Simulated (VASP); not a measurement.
# SrO (kn) (P6_3/mmc) in VASP: single point with PBEsol

Aim: the single point of SrO (kn) with PBEsol.

All numbers are computed with VASP 6.6.1; they aren't measurements. Logs are shortened: lines on timing, memory, paths and dates and some standing lists are left out, and cuts for length are marked.

### Step 1. The cell of the first run

The structure is hexagonal, space group P6_3/mmc (No. 194). Conventional cell: a = 4.236 Å, b = 4.236 Å, c = 5.109 Å, α = 90.00°, β = 90.00°, γ = 120.00°. Sr (site symmetry -6m2) has 5 O at 2.45 to 2.55 Å within 3.2 Å. Within 3.2 Å of O (site symmetry -6m2) lie 5 Sr at 2.45 to 2.55 Å.

### Step 2. Single point, PBEsol

File INCAR:

```
SYSTEM = SrO
  ALGO = Normal
  EDIFF = 1E-6
  ENCUT = 600
  GGA = PS
  GGA_COMPAT = .False.
  ISIF = 2
  ISMEAR = 0
  LASPH = .True.
  LCHARG = .False.
  LREAL = .False.
  LWAVE = .False.
  NBANDS = 24
  NELM = 120
  PREC = Accurate
  SIGMA = 0.02
```

File KPOINTS:

```
k-points
0
Gamma
  6 6 4
  0 0 0
```

File POSCAR:

```
SrO
1.0
    4.2359452033     -0.0000000029      0.0000000000
   -2.1179725992      3.6684361566      0.0000000000
    0.0000000000      0.0000000000      5.1094575786
Sr O
2 2
Direct
    0.3333333333      0.6666666667      0.7500000000
    0.6666666667      0.3333333333      0.2500000000
    0.3333333333      0.6666666667      0.2500000000
    0.6666666667      0.3333333333      0.7500000000
```

Potentials or basis: VASP PAW PBE potentials, release 64 (Sr_sv, O).

On the command line:

```console
> cat potpaw_PBE.64/Sr_sv/POTCAR potpaw_PBE.64/O/POTCAR > POTCAR
> mpirun -np 1 vasp_std > vasp.out
```

OUTCAR:

```text
SYSTEM = SrO
   EDIFF = 1E-6
   ENCUT = 600
   GGA = PS
   ISIF = 2
   ISMEAR = 0
   LASPH = .True.
   LREAL = .False.
   NELM = 120
   PREC = Accurate

 ion  position               nearest neighbor table
   1  0.333  0.667  0.750-   4 2.45   4 2.45   4 2.45   3 2.55   3 2.55   2 3.54   2 3.54   2 3.54
                             2 3.54   2 3.54   2 3.54
   2  0.667  0.333  0.250-   3 2.45   3 2.45   3 2.45   4 2.55   4 2.55   1 3.54   1 3.54   1 3.54
                             1 3.54   1 3.54   1 3.54
   3  0.333  0.667  0.250-   2 2.45   2 2.45   2 2.45   1 2.55   1 2.55
   4  0.667  0.333  0.750-   1 2.45   1 2.45   1 2.45   2 2.55   2 2.55

  LATTYP: Found a hexagonal cell.
 ALAT       =     4.2359452033
 C/A-ratio  =     1.2062142765

  Lattice vectors:

 A1 = (   4.2359452033,  -0.0000000029,   0.0000000000)
 A2 = (  -2.1179725992,   3.6684361566,   0.0000000000)
 A3 = (   0.0000000000,   0.0000000000,   5.1094575786)

Analysis of symmetry for initial positions (statically):
=====================================================================
 Subroutine PRICEL returns:
 Original cell was already a primitive cell.

 Routine SETGRP: Setting up the symmetry group for a
 hexagonal supercell.

 Subroutine GETGRP returns: Found 24 space group operations
 (whereof 12 operations were pure point group operations)
 out of a pool of 24 trial point group operations.

The static configuration has the point symmetry D_3d.
 The point group associated with its full space group is D_6h.

Analysis of symmetry for dynamics (positions and initial velocities):
=====================================================================
 Subroutine PRICEL returns:
 Original cell was already a primitive cell.

 Routine SETGRP: Setting up the symmetry group for a
 hexagonal supercell.

 Subroutine GETGRP returns: Found 24 space group operations
 (whereof 12 operations were pure point group operations)
 out of a pool of 24 trial point group operations.

The dynamic configuration has the point symmetry D_3d.
 The point group associated with its full space group is D_6h.

 Subroutine INISYM returns: Found 24 space group operations
 (whereof 12 operations are pure point group operations),
 and found     1 'primitive' translations

----------------------------------------------------------------------------------------

                                     Primitive cell

  volume of cell :      79.3974

  direct lattice vectors                    reciprocal lattice vectors
     4.235945203 -0.000000003  0.000000000     0.236074820  0.136297861  0.000000000
    -2.117972599  3.668436157  0.000000000     0.000000000  0.272595721  0.000000000
     0.000000000  0.000000000  5.109457579     0.000000000  0.000000000  0.195715491

  length of vectors
     4.235945203  4.235945203  5.109457579     0.272595721  0.272595721  0.195715491

  position of ions in fractional coordinates (direct lattice)
     0.333333333  0.666666667  0.750000000
     0.666666667  0.333333333  0.250000000
     0.333333333  0.666666667  0.250000000
     0.666666667  0.333333333  0.750000000

  ion indices of the primitive-cell ions
   primitive index   ion index
                 1           1
                 2           2
                 3           3
                 4           4

----------------------------------------------------------------------------------------

 KPOINTS: k-points

Automatic generation of k-mesh.
 Grid dimensions read from file:
 generate k-points for:    6    6    4

 Generating k-lattice:

  Cartesian coordinates                     Fractional coordinates (reciprocal lattice)
     0.039345803  0.022716310  0.000000000     0.166666667  0.000000000  0.000000000
     0.000000000  0.045432620  0.000000000     0.000000000  0.166666667  0.000000000
     0.000000000  0.000000000  0.048928873     0.000000000  0.000000000  0.250000000

  Length of vectors
     0.045432620  0.045432620  0.048928873

  Shift w.r.t. Gamma in fractional coordinates (k-lattice)
     0.000000000  0.000000000  0.000000000

 Subroutine IBZKPT returns following result:
 ===========================================

 Found     21 irreducible k-points:

 Following reciprocal coordinates:
            Coordinates               Weight
  0.000000  0.000000  0.000000      1.000000
  0.166667 -0.000000  0.000000      6.000000
  0.333333  0.000000  0.000000      6.000000
  0.500000 -0.000000  0.000000      3.000000
  0.166667  0.166667  0.000000      6.000000
  0.333333  0.166667  0.000000     12.000000
[... 13 lines left out ...]
  0.333333  0.166667  0.500000     12.000000
  0.333333  0.333333  0.500000      2.000000
   k-points           NKPTS =     21   k-points in BZ     NKDIM =     21   number of bands    NBANDS=     24
   number of dos      NEDOS =    301   number of ions     NIONS =      4
   total plane-waves  NPLWV =  54432
   dimension x,y,z NGX =    36 NGY =   36 NGZ =   42
   dimension x,y,z NGXF=    72 NGYF=   72 NGZF=   84
   ions per type =               2   2
   NGX,Y,Z   is equivalent  to a cutoff of  14.13, 14.13, 13.67 a.u.
   NGXF,Y,Z  is equivalent  to a cutoff of  28.26, 28.26, 27.33 a.u.
 SYSTEM =  SrO
   PREC   = accura    normal or accurate (medium, high low for compatibility)
   ISTART =      0    job   : 0-new  1-cont  2-samecut
   ICHARG =      2    charge: 1-file 2-atom 10-const
   ISPIN  =      1    spin polarized calculation?
   LNONCOLLINEAR =      F non collinear calculations
   LSORBIT =      F    spin-orbit coupling
   LASPH  =      T    aspherical Exc in radial PAW
   ENCUT  =  600.0 eV  44.10 Ry    6.64 a.u.   8.46  8.46 10.20*2*pi/ulx,y,z
   NELM   =    120;   NELMIN=  2; NELMDL= -5     # of ELM steps
   EDIFF  = 0.1E-05   stopping-criterion for ELM
   LREAL  =      F    real-space projection
   EDIFFG = 0.1E-04   stopping-criterion for IOM
   NSW    =      0    number of steps for IOM
   IBRION =     -1    ionic relax: 0-MD 1-quasi-New 2-CG
   NFREE  =      0    steps in history (QN), initial steepest desc. (CG)
   ISIF   =      2    stress and relaxation
   ISYM   =      2    0-nonsym 1-usesym 2-fastsym
   POTIM  = 0.5000    time-step for ionic-motion
   TEBEG  =    0.0;   TEEND  =   0.0 temperature during run
   PSTRESS=    0.0 pullay stress
   NELECT =      32.0000    total number of electrons
   NUPDOWN=      -1.0000    fix difference up-down
   EMIN   =  10.00;   EMAX   =-10.00  energy-range for DOS
   EFERMI =   0.00;   METHOD = LEGACY
   ISMEAR =     0;   SIGMA  =   0.02  broadening in eV -4-tet -1-fermi 0-gaus
   EFERMI_NEDOS =   21; number of points for ismear=-14 and -15
   IALGO  =     38    algorithm
   IMIX   =      4    mixing-type and parameters
     AMIX     =   0.40;   BMIX     =  1.00
     AMIX_MAG =   1.60;   BMIX_MAG =  1.00
  volume/ion in A,a.u.               =      19.85       133.95
  Fermi-wavevector in a.u.,A,eV,Ry     =   1.209269  2.285186 19.896216  1.462331
  Thomas-Fermi vector in A             =   2.344851
   LORBIT       =      0    0 simple, 1 ext, 2 COOP (PROOUT), +10 PAW based schemes
   GGA     = PS    functional components
   LHFCALC =     F    Hartree Fock is set to
   AEXX    =    0.0000 exact exchange contribution
   IVDW    =     0    specifies the selected vdW correction
   LEPSILON=     F    determine dielectric tensor
   LRPA    =     F    only Hartree local field effects (RPA)
 non-spin polarized calculation
 Gauss-broadening in eV      SIGMA  =   0.02
  energy-cutoff  :      600.00
  volume of cell :       79.40
 maximum number of plane-waves:      2696
 NGX is ok and might be reduce to    36
   NGX = 17   NGY = 17   NGZ = 21

 number of electron      32.0000002 magnetization

 Free energy of the ion-electron system (eV)
  ---------------------------------------------------
  ext. energy  EPLUGINS =         0.00000000
  ---------------------------------------------------
  free energy    TOTEN  =       -24.98384580 eV

  energy without entropy =      -24.98384580  energy(sigma->0) =      -24.98384580

 E-fermi :   0.8394     XC(G=0):  -9.2964

 val. band max:        0.7031557516   @ k =   0.0000   0.0000   0.0000
 cond. band min:       3.2908029992   @ k =   0.0000   0.0000   0.0000
 fundamental gap:      2.5876472476
 Fermi energy:         0.8393518610

 k-point     1 :       0.0000    0.0000    0.0000
  band No.  band energies     occupation
      1     -31.4775      2.00000
      2     -31.2873      2.00000
      3     -14.2774      2.00000
      4     -14.2648      2.00000
      5     -14.1030      2.00000
      6     -13.6568      2.00000
[... 16 lines left out ...]
     23       9.4205      0.00000
     24       9.6342      0.00000

 k-point     2 :       0.1667   -0.0000    0.0000
  band No.  band energies     occupation
      1     -31.4612      2.00000
      2     -31.2933      2.00000
      3     -14.7442      2.00000
      4     -14.6588      2.00000
      5     -14.0423      2.00000
      6     -13.6984      2.00000
[... 16 lines left out ...]
     23       9.2621      0.00000
     24       9.3217      0.00000

 k-point     3 :       0.3333    0.0000    0.0000
  band No.  band energies     occupation
      1     -31.4219      2.00000
      2     -31.3119      2.00000
      3     -15.2218      2.00000
      4     -15.1242      2.00000
      5     -13.8868      2.00000
      6     -13.7734      2.00000
[... 16 lines left out ...]
     23       9.0766      0.00000
     24       9.5992      0.00000
[... 433 lines left out ...]
 k-point    20 :       0.3333    0.1667    0.5000
  band No.  band energies     occupation
      1     -31.3597      2.00000
      2     -31.3597      2.00000
      3     -15.7430      2.00000
      4     -15.7430      2.00000
      5     -13.6261      2.00000
      6     -13.6261      2.00000
[... 16 lines left out ...]
     23       9.9563      0.00000
     24       9.9563      0.00000

 k-point    21 :       0.3333    0.3333    0.5000
  band No.  band energies     occupation
      1     -31.3569      2.00000
      2     -31.3569      2.00000
      3     -15.8004      2.00000
      4     -15.8004      2.00000
      5     -13.6837      2.00000
      6     -13.6837      2.00000
[... 16 lines left out ...]
     23      10.1268      0.00000
     24      10.1268      0.00000

------------------------ aborting loop because EDIFF is reached ----------------------------------------

  FORCE on cell =-STRESS in cart. coord.  units (eV):
  Direction    XX          YY          ZZ          XY          YZ          ZX
  --------------------------------------------------------------------------------------
  -------------------------------------------------------------------------------------
  Total        0.2285543      0.2285543      0.2438566     -0.0000000      0.0000000      0.0000000
  in kB        4.6120491      4.6120491      4.9208363     -0.0000000      0.0000000      0.0000000
  external PRESSURE =       4.7149782 kB  Pullay stress =       0.0000000 kB

 VOLUME and BASIS-vectors are now :
 -----------------------------------------------------------------------------
  energy-cutoff  :      600.00
  volume of cell :       79.40
      direct lattice vectors                 reciprocal lattice vectors
     4.235945203 -0.000000003  0.000000000     0.236074820  0.136297861  0.000000000
    -2.117972599  3.668436157  0.000000000     0.000000000  0.272595721  0.000000000
     0.000000000  0.000000000  5.109457579     0.000000000  0.000000000  0.195715491

 POSITION                                       TOTAL-FORCE (eV/Angst)
 -----------------------------------------------------------------------------------
      0.00000      2.44562      3.83209        -0.000000      0.000000      0.000000
      2.11797      1.22281      1.27736         0.000000     -0.000000      0.000000
      0.00000      2.44562      1.27736         0.000000      0.000000      0.000000
      2.11797      1.22281      3.83209        -0.000000     -0.000000      0.000000
 -----------------------------------------------------------------------------------
    total drift:                               -0.000000      0.000000     -0.000000

  FREE ENERGIE OF THE ION-ELECTRON SYSTEM (eV)
  ---------------------------------------------------
  free  energy   TOTEN  =       -24.9838458013 eV

  energy  without entropy=      -24.9838458013  energy(sigma->0) =      -24.98384580
```

Run time: 20 s. Hardware: 1 thread of Intel Xeon Platinum 8481C at 2.70GHz (Sapphire Rapids), shared host; peak memory 0.24 GiB.

What came out:

- Free energy: -24.9838 eV
- Pressure: 0.5 GPa
- Band gap on the k mesh: 2.59 eV, direct

Caveat: the PAW data sets were made with another functional, which shifts forces and pressure a little. PBEsol gaps usually lie below the measured ones, often by a third to a half.
